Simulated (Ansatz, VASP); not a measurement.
P3C in VASP and in Ansatz

```xyz
4
Lattice="1.3489 -2.9827 0.0000 1.3489 2.9827 0.0000 0.0000 0.0000 7.0911" Properties=species:S:1:pos:R:3 pbc="T T T"
P     1.3489    0.0000    5.7948
P     0.0000    0.0000    3.5456
P     1.3489    0.0000    1.2963
C     0.0000    0.0000    0.0000
```

Change from the starting cell: species swapped into the AlV3 type (Cmmm, No. 65).

Alike in both runs: functional PBE; k mesh 18 × 18 × 8; occupations gaussian, width 0.1 eV; no spin polarisation.

Ansatz relaxed the structure, and its values are those at the end. VASP's run is a single point on that final structure, the one shown.

|  | VASP | Ansatz |
| --- | --- | --- |
| version | VASP 6.6.1 | Ansatz 0.2.0 |
| potentials or method | VASP PAW PBE potentials, release 64 (P, C), cutoff 600 eV | scalar-relativistic, plane waves, PAW |
| valence electrons in the cell | 19 | 19 |

```csv
,VASP,Ansatz,Ansatz less VASP
gap on the k mesh at the Fermi level (eV),none,none,-
pressure (GPa),-0.3,0.0,+0.34
rms of the force components (eV/Å),0.029,0.000,-0.0291
```

A gap of «none» marks a metal or a gap that the smearing closes. With one functional, cell and mesh, what is left measures potentials, basis and numerics.
